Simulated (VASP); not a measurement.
# AlNi3 in VASP: further runs

Runs on AlNi3. Level: PBE. Tasks: single point.

All numbers are computed with VASP 6.6.1; they aren't measurements. Logs are shortened: lines on timing, memory, paths and dates and some standing lists are left out, and cuts for length are marked.

## (1) The cell of the first run

Symmetry: Pm-3m, No. 221, cubic system. The conventional cell has a = 3.418 Å, b = 3.418 Å, c = 3.418 Å, α = 90.00°, β = 90.00°, γ = 90.00°. Al (site symmetry m-3m) has 12 Ni at 2.42 Å within 3.2 Å. Ni (site symmetry 4/mmm) has 4 Al at 2.42 Å and 8 Ni at 2.42 Å within 3.2 Å.

## (2) Single point, PBE, collinear spin, ferromagnetic start (9.98 Å³/atom)

Input file INCAR:

```
SYSTEM = AlNi3
  ALGO = Normal
  EDIFF = 1E-7
  ENCUT = 520
  GGA = PE
  ISIF = 2
  ISMEAR = 0
  ISPIN = 2
  LASPH = .TRUE.
  LCHARG = .FALSE.
  LMAXMIX = 4
  LORBIT = 11
  LREAL = .FALSE.
  LWAVE = .FALSE.
  MAGMOM = 0 0.3 0.3 0.3
  NBANDS = 28
  NELM = 150
  PREC = Accurate
  SIGMA = 0.1
```

Input file KPOINTS:

```
k-points
0
G
  12 12 12
  0 0 0
```

Input file POSCAR:

```
AlNi3
1.0
    3.4178912218      0.0000000000      0.0000000000
    0.0000000000      3.4178912218      0.0000000000
    0.0000000000      0.0000000000      3.4178912218
Al Ni
1 3
Direct
    0.0000000000      0.0000000000      0.0000000000
    0.0000000000      0.5000000000      0.5000000000
    0.5000000000      0.0000000000      0.5000000000
    0.5000000000      0.5000000000      0.0000000000
```

Potentials or basis: VASP PAW PBE potentials, release 64 (Al, Ni).

Run with:

```
cat potpaw_PBE.64/Al/POTCAR potpaw_PBE.64/Ni/POTCAR > POTCAR
mpirun -np 1 vasp_std > vasp.out
```

OUTCAR:

```text
SYSTEM = AlNi3
   EDIFF = 1E-7
   ENCUT = 520
   GGA = PE
   ISIF = 2
   ISMEAR = 0
   ISPIN = 2
   LASPH = .TRUE.
   LORBIT = 11
   LREAL = .FALSE.
   NELM = 150
   PREC = Accurate

 ion  position               nearest neighbor table
   1  0.000  0.000  0.000-   2 2.42   3 2.42   4 2.42   2 2.42   3 2.42   2 2.42   4 2.42   2 2.42
                             3 2.42   4 2.42   3 2.42   4 2.42
   2  0.000  0.500  0.500-   1 2.42   3 2.42   4 2.42   1 2.42   4 2.42   1 2.42   3 2.42   1 2.42
                             3 2.42   4 2.42   4 2.42   3 2.42
   3  0.500  0.000  0.500-   1 2.42   2 2.42   4 2.42   1 2.42   4 2.42   2 2.42   4 2.42   4 2.42
                             1 2.42   2 2.42   1 2.42   2 2.42
   4  0.500  0.500  0.000-   1 2.42   2 2.42   3 2.42   2 2.42   3 2.42   1 2.42   3 2.42   3 2.42
                             1 2.42   2 2.42   2 2.42   1 2.42

  LATTYP: Found a simple cubic cell.
 ALAT       =     3.4178912218

  Lattice vectors:

 A1 = (   3.4178912218,   0.0000000000,   0.0000000000)
 A2 = (   0.0000000000,   3.4178912218,   0.0000000000)
 A3 = (   0.0000000000,   0.0000000000,   3.4178912218)

Analysis of symmetry for initial positions (statically):
=====================================================================
 Subroutine PRICEL returns:
 Original cell was already a primitive cell.

 Routine SETGRP: Setting up the symmetry group for a
 simple cubic supercell.

 Subroutine GETGRP returns: Found 48 space group operations
 (whereof 48 operations were pure point group operations)
 out of a pool of 48 trial point group operations.

The static configuration has the point symmetry O_h .

Analysis of symmetry for dynamics (positions and initial velocities):
=====================================================================
 Subroutine PRICEL returns:
 Original cell was already a primitive cell.

 Routine SETGRP: Setting up the symmetry group for a
 simple cubic supercell.

 Subroutine GETGRP returns: Found 48 space group operations
 (whereof 48 operations were pure point group operations)
 out of a pool of 48 trial point group operations.

The dynamic configuration has the point symmetry O_h .

Analysis of structural, dynamic, and magnetic symmetry:
=====================================================================
 Subroutine PRICEL returns:
 Original cell was already a primitive cell.

 Routine SETGRP: Setting up the symmetry group for a
 simple cubic supercell.

 Subroutine GETGRP returns: Found 48 space group operations
 (whereof 48 operations were pure point group operations)
 out of a pool of 48 trial point group operations.

The overall configuration has the point symmetry O_h .

 Subroutine INISYM returns: Found 48 space group operations
 (whereof 48 operations are pure point group operations),
 and found     1 'primitive' translations

----------------------------------------------------------------------------------------

                                     Primitive cell

  volume of cell :      39.9277

  direct lattice vectors                    reciprocal lattice vectors
     3.417891222  0.000000000  0.000000000     0.292578065  0.000000000  0.000000000
     0.000000000  3.417891222  0.000000000     0.000000000  0.292578065  0.000000000
     0.000000000  0.000000000  3.417891222     0.000000000  0.000000000  0.292578065

  length of vectors
     3.417891222  3.417891222  3.417891222     0.292578065  0.292578065  0.292578065

  position of ions in fractional coordinates (direct lattice)
     0.000000000  0.000000000  0.000000000
     0.000000000  0.500000000  0.500000000
     0.500000000  0.000000000  0.500000000
     0.500000000  0.500000000  0.000000000

  ion indices of the primitive-cell ions
   primitive index   ion index
                 1           1
                 2           2
                 3           3
                 4           4

----------------------------------------------------------------------------------------

 KPOINTS: k-points

Automatic generation of k-mesh.
 Grid dimensions read from file:
 generate k-points for:   12   12   12

 Generating k-lattice:

  Cartesian coordinates                     Fractional coordinates (reciprocal lattice)
     0.024381505  0.000000000  0.000000000     0.083333333  0.000000000  0.000000000
     0.000000000  0.024381505  0.000000000     0.000000000  0.083333333  0.000000000
     0.000000000  0.000000000  0.024381505     0.000000000  0.000000000  0.083333333

  Length of vectors
     0.024381505  0.024381505  0.024381505

  Shift w.r.t. Gamma in fractional coordinates (k-lattice)
     0.000000000  0.000000000  0.000000000

 Subroutine IBZKPT returns following result:
 ===========================================

 Found     84 irreducible k-points:

 Following reciprocal coordinates:
            Coordinates               Weight
  0.000000  0.000000  0.000000      1.000000
  0.083333  0.000000  0.000000      6.000000
  0.166667  0.000000  0.000000      6.000000
  0.250000  0.000000  0.000000      6.000000
  0.333333  0.000000  0.000000      6.000000
  0.416667  0.000000  0.000000      6.000000
[... 16 lines left out ...]
  0.333333  0.333333  0.000000     12.000000
  0.416667  0.333333  0.000000     24.000000
 [... further k-points ...]
   k-points           NKPTS =     84   k-points in BZ     NKDIM =     84   number of bands    NBANDS=     28
   number of dos      NEDOS =    301   number of ions     NIONS =      4
   total plane-waves  NPLWV =  21952
   dimension x,y,z NGX =    28 NGY =   28 NGZ =   28
   dimension x,y,z NGXF=    56 NGYF=   56 NGZF=   56
   ions per type =               1   3
   NGX,Y,Z   is equivalent  to a cutoff of  13.62, 13.62, 13.62 a.u.
   NGXF,Y,Z  is equivalent  to a cutoff of  27.24, 27.24, 27.24 a.u.
 SYSTEM =  AlNi3
   PREC   = accura    normal or accurate (medium, high low for compatibility)
   ISTART =      0    job   : 0-new  1-cont  2-samecut
   ICHARG =      2    charge: 1-file 2-atom 10-const
   ISPIN  =      2    spin polarized calculation?
   LNONCOLLINEAR =      F non collinear calculations
   LSORBIT =      F    spin-orbit coupling
   LASPH  =      T    aspherical Exc in radial PAW
   ENCUT  =  520.0 eV  38.22 Ry    6.18 a.u.   6.36  6.36  6.36*2*pi/ulx,y,z
   NELM   =    150;   NELMIN=  2; NELMDL= -5     # of ELM steps
   EDIFF  = 0.1E-06   stopping-criterion for ELM
   LREAL  =      F    real-space projection
   EDIFFG = 0.1E-05   stopping-criterion for IOM
   NSW    =      0    number of steps for IOM
   IBRION =     -1    ionic relax: 0-MD 1-quasi-New 2-CG
   NFREE  =      0    steps in history (QN), initial steepest desc. (CG)
   ISIF   =      2    stress and relaxation
   ISYM   =      2    0-nonsym 1-usesym 2-fastsym
   POTIM  = 0.5000    time-step for ionic-motion
   TEBEG  =    0.0;   TEEND  =   0.0 temperature during run
   PSTRESS=    0.0 pullay stress
   NELECT =      33.0000    total number of electrons
   NUPDOWN=      -1.0000    fix difference up-down
   EMIN   =  10.00;   EMAX   =-10.00  energy-range for DOS
   EFERMI =   0.00;   METHOD = LEGACY
   ISMEAR =     0;   SIGMA  =   0.10  broadening in eV -4-tet -1-fermi 0-gaus
   EFERMI_NEDOS =   21; number of points for ismear=-14 and -15
   IALGO  =     38    algorithm
   IMIX   =      4    mixing-type and parameters
     AMIX     =   0.40;   BMIX     =  1.00
     AMIX_MAG =   1.60;   BMIX_MAG =  1.00
  volume/ion in A,a.u.               =       9.98        67.36
  Fermi-wavevector in a.u.,A,eV,Ry     =   1.536342  2.903265 32.114468  2.360347
  Thomas-Fermi vector in A             =   2.643004
   LORBIT       =     11    0 simple, 1 ext, 2 COOP (PROOUT), +10 PAW based schemes
   GGA     = PE    functional components
   LHFCALC =     F    Hartree Fock is set to
   AEXX    =    0.0000 exact exchange contribution
   IVDW    =     0    specifies the selected vdW correction
   LEPSILON=     F    determine dielectric tensor
   LRPA    =     F    only Hartree local field effects (RPA)
 spin polarized calculation
 Gauss-broadening in eV      SIGMA  =   0.10
  energy-cutoff  :      520.00
  volume of cell :       39.93
 maximum number of plane-waves:      1108
 NGX is ok and might be reduce to    28
   NGX = 13   NGY = 13   NGZ = 13

 number of electron      32.9999997 magnetization      -0.0178009

 number of electron      32.9999997 magnetization       0.0011821

 Free energy of the ion-electron system (eV)
  ---------------------------------------------------
  ext. energy  EPLUGINS =         0.00000000
  ---------------------------------------------------
  free energy    TOTEN  =       -21.43371045 eV

  energy without entropy =      -21.41015166  energy(sigma->0) =      -21.42193105

 E-fermi :  11.2278     XC(G=0): -13.3553

 val. band max:       11.2251022121   @ k =   0.3333   0.2500   0.2500
 cond. band min:      11.2386309812   @ k =   0.3333   0.3333   0.3333
 fundamental gap:      0.0135287692
 Fermi energy:        11.2277942647

 spin component 1

 k-point     1 :       0.0000    0.0000    0.0000
  band No.  band energies     occupation
      1       0.4250      1.00000
      2       6.2388      1.00000
      3       7.0385      1.00000
      4       7.0385      1.00000
      5       7.5159      1.00000
      6       7.5159      1.00000
[... 20 lines left out ...]
     27      26.3655      0.00000
[... 691 lines left out ...]
      6       8.2425      1.00000
[... 20 lines left out ...]
     27      25.6500      0.00000
     28      26.1887      0.00000

 [... further k-points ...]

 spin component 2

 k-point     1 :       0.0000    0.0000    0.0000
  band No.  band energies     occupation
      1       0.4252      1.00000
      2       6.2389      1.00000
      3       7.0387      1.00000
      4       7.0387      1.00000
      5       7.5163      1.00000
      6       7.5163      1.00000
[... 20 lines left out ...]
     27      26.3657      0.00000
[... 691 lines left out ...]
      6       8.2428      1.00000
[... 20 lines left out ...]
     27      25.6501      0.00000
     28      26.1889      0.00000

 [... further k-points ...]
[... 5 lines left out ...]
  --------------------------------------------------------------------------------------
  -------------------------------------------------------------------------------------
  Total        7.6378180      7.6378180      7.6378180     -0.0000000     -0.0000000      0.0000000
  in kB      306.4821452    306.4821452    306.4821452     -0.0000000     -0.0000000      0.0000000
  external PRESSURE =     306.4821452 kB  Pullay stress =       0.0000000 kB

 VOLUME and BASIS-vectors are now :
 -----------------------------------------------------------------------------
  energy-cutoff  :      520.00
  volume of cell :       39.93
      direct lattice vectors                 reciprocal lattice vectors
     3.417891222  0.000000000  0.000000000     0.292578065  0.000000000  0.000000000
     0.000000000  3.417891222  0.000000000     0.000000000  0.292578065  0.000000000
     0.000000000  0.000000000  3.417891222     0.000000000  0.000000000  0.292578065

 POSITION                                       TOTAL-FORCE (eV/Angst)
 -----------------------------------------------------------------------------------
      0.00000      0.00000      0.00000         0.000000      0.000000      0.000000
      0.00000      1.70895      1.70895         0.000000      0.000000      0.000000
      1.70895      0.00000      1.70895         0.000000      0.000000      0.000000
      1.70895      1.70895      0.00000         0.000000      0.000000      0.000000
 -----------------------------------------------------------------------------------
    total drift:                                0.000000      0.000000      0.000000

  FREE ENERGIE OF THE ION-ELECTRON SYSTEM (eV)
  ---------------------------------------------------
  free  energy   TOTEN  =       -21.4337104506 eV

  energy  without entropy=      -21.4101516584  energy(sigma->0) =      -21.42193105

 total charge

# of ion       s       p       d       tot
------------------------------------------
    1        0.425   0.448   0.000   0.873
    2        0.551   0.636   8.451   9.638
    3        0.551   0.636   8.451   9.638
    4        0.551   0.636   8.451   9.638
--------------------------------------------------
tot          2.077   2.357  25.354  29.788

 magnetization (x)

# of ion       s       p       d       tot
------------------------------------------
    1        0.000  -0.000   0.000  -0.000
    2       -0.000  -0.000   0.000   0.000
    3       -0.000  -0.000   0.000   0.000
    4       -0.000  -0.000   0.000   0.000
--------------------------------------------------
tot         -0.000  -0.000   0.001   0.001
```

Wall time 7.5 min (1 thread of Intel Xeon 8259CL, shared host); peak memory 0.27 GiB.

What came out:

| Property | Result |
| --- | --- |
| Free energy | -21.4337 eV |
| Pressure | 30.6 GPa |
| Net moment | 0.00 μB per cell |
| Valence electrons inside the program's atomic spheres | Al 0.87; Ni 9.64 |

Levels at points of the mesh, in eV from the Fermi level:
Spin up:
| k point | band 14 | band 15 | band 16 | band 17 | band 18 | band 19 | band 20 | band 21 |
| --- | --- | --- | --- | --- | --- | --- | --- | --- |
| (0.00, 0.00, 0.00) | 0.22 | 0.22 | 0.22 | 0.91 | 0.91 | 0.91 | 7.33 | 7.33 |
| (0.50, 0.00, 0.00) | -1.21 | -1.04 | -0.43 | 0.22 | 6.05 | 6.05 | 6.21 | 6.21 |
| (0.50, 0.50, 0.00) | -1.28 | -0.97 | -0.88 | -0.57 | 1.21 | 1.21 | 8.82 | 8.82 |
| (0.50, 0.50, 0.50) | -1.10 | -1.10 | -0.35 | -0.02 | -0.02 | -0.02 | 4.29 | 4.78 |
Spin down:
| k point | band 13 | band 14 | band 15 | band 16 | band 17 | band 18 | band 19 | band 20 | band 21 | band 22 |
| --- | --- | --- | --- | --- | --- | --- | --- | --- | --- | --- |
| (0.00, 0.00, 0.00) | -0.08 | 0.22 | 0.22 | 0.22 | 0.91 | 0.91 | 0.91 | 7.33 | 7.33 | 8.55 |
| (0.50, 0.00, 0.00) | -1.21 | -1.21 | -1.04 | -0.43 | 0.22 | 6.05 | 6.05 | 6.21 | 6.21 | 6.92 |
| (0.50, 0.50, 0.00) | -1.40 | -1.28 | -0.97 | -0.88 | -0.57 | 1.22 | 1.22 | 8.82 | 8.82 | 9.15 |
| (0.50, 0.50, 0.50) | -1.41 | -1.10 | -1.10 | -0.35 | -0.02 | -0.02 | -0.02 | 4.29 | 4.78 | 4.78 |

Caveat: the cell stands under pressure.

(Part 1 of 3 ends here.)
